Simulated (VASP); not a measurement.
**Ge: single point with LDA**

Crystal: Ge.

```
Ge
1.0
     0.00000    2.81077    2.81077
     2.81077    0.00000    2.81077
     2.81077    2.81077    0.00000
Ge
2
Direct
  0.00000 0.00000 0.00000
  0.25000 0.25000 0.25000
```

| Quantity | Value |
| --- | --- |
| Program | VASP 6.6.1 |
| Task | single point |
| Functional | LDA |
| Potentials or basis | VASP PAW LDA potentials, release 64 (Ge_d) |
| Cutoff | 500 eV |
| k mesh | 12 × 12 × 12 |
| Occupations | gaussian, width 0.1 eV |
| Spin | no spin polarisation |

The pressure is 0.2 GPa.

Levels at points of the mesh, in eV from the Fermi level:
| k point | band 10 | band 11 | band 12 | band 13 | band 14 | band 15 | band 16 | band 17 | band 18 | band 19 |
| --- | --- | --- | --- | --- | --- | --- | --- | --- | --- | --- |
| (0.00, 0.00, 0.00) | -24.73 | -12.98 | -0.03 | -0.03 | -0.03 | 0.00 | 2.50 | 2.50 | 2.50 | 6.22 |
| (0.50, 0.00, 0.00) | -24.70 | -10.85 | -7.76 | -1.47 | -1.47 | 0.09 | 3.70 | 3.70 | 6.95 | 10.49 |
| (0.50, 0.50, 0.00) | -24.68 | -9.03 | -9.03 | -3.18 | -3.18 | 0.61 | 0.61 | 9.54 | 9.54 | 11.60 |

Wall time 51 s on 1 thread of Intel Xeon 6975P-C, with other jobs on the host, peak memory 0.18 GiB.
